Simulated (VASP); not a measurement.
Set up this calculation in VASP 6.6.1, as the native input.

```yaml
Task: single point
Functional: PBEsol-based screened hybrid
Potentials_or_basis: VASP PAW PBE potentials, release 64 (C)
Cutoff: 520 eV
k_mesh: 6 × 6 × 1
Occupations: fermi-dirac, width 0.05 eV
Spin: no spin polarisation
Dipole_correction: no
Grid_for_exact_exchange_PRECFOCK: Normal
Share_of_exact_exchange: 0.25
Further_INCAR_settings: ALGO = Normal; EDIFF = 1e-06; NBANDS = 16
Screening_parameter: 0.207 1/Å
```

The system is C, a slab with vacuum.

```
C
1.0
     2.45623    0.00000    0.00000
    -1.22811    2.12716    0.00000
     0.00000    0.00000   24.13396
C
4
Cartesian
  1.2281 0.7091 13.7678
  0.0000 1.4181 10.3661
  0.0000 0.0000 10.3663
  0.0000 0.0000 13.7677
```

The input as run:

POSCAR

```
C
1.0
    2.4562275060      0.0000000000      0.0000000000
   -1.2281137530      2.1271554177      0.0000000000
    0.0000000000      0.0000000000     24.1339601687
C
4
Direct
    0.6666666667      0.3333333333      0.5704754400
    0.3333333333      0.6666666667      0.4295245600
    0.0000000000      0.0000000000      0.4295312300
    0.0000000000      0.0000000000      0.5704687700
```

INCAR.step1

```
PREC = Accurate
ENCUT = 520
EDIFF = 1E-5
ISMEAR = -1
SIGMA = 0.05
LREAL = False
LASPH = True
NELM = 80
ALGO = Normal
ISIF = 2
LWAVE = True
LCHARG = False
GGA = PE
NBANDS = 16
```

INCAR.step2

```
PREC = Accurate
ENCUT = 520
EDIFF = 1E-6
ISMEAR = -1
SIGMA = 0.05
LREAL = False
LASPH = True
NELM = 80
ALGO = Normal
ISIF = 2
LWAVE = False
LCHARG = False
GGA = PS
LHFCALC = True
AEXX = 0.25
HFSCREEN = 0.207
PRECFOCK = Normal
ISTART = 1
NBANDS = 16
```

KPOINTS

```
Automatic mesh
0
Gamma
  6 6 1
```

Potentials or basis: VASP PAW PBE potentials, release 64 (C).

Launch:

```sh
$ cat potpaw_PBE.64/C/POTCAR > POTCAR
$ cp INCAR.step1 INCAR
$ mpirun -np 1 vasp_std > vasp.out
$ cp INCAR.step2 INCAR
$ mpirun -np 1 vasp_std > vasp.out
```

It gave:

The largest force is 0.046 eV/Å and the band gap on the k mesh is zero (filled and empty bands touch).

Caveat: the k points lie up to 0.49 Å⁻¹ apart; the PAW data sets were made with another functional, which shifts forces and pressure a little.

Wall time 6 min on 1 thread of Intel(R) Xeon(R) Platinum 8375C CPU @ 2.90GHz (Ice Lake) (shared host), peak memory 0.33 GiB.
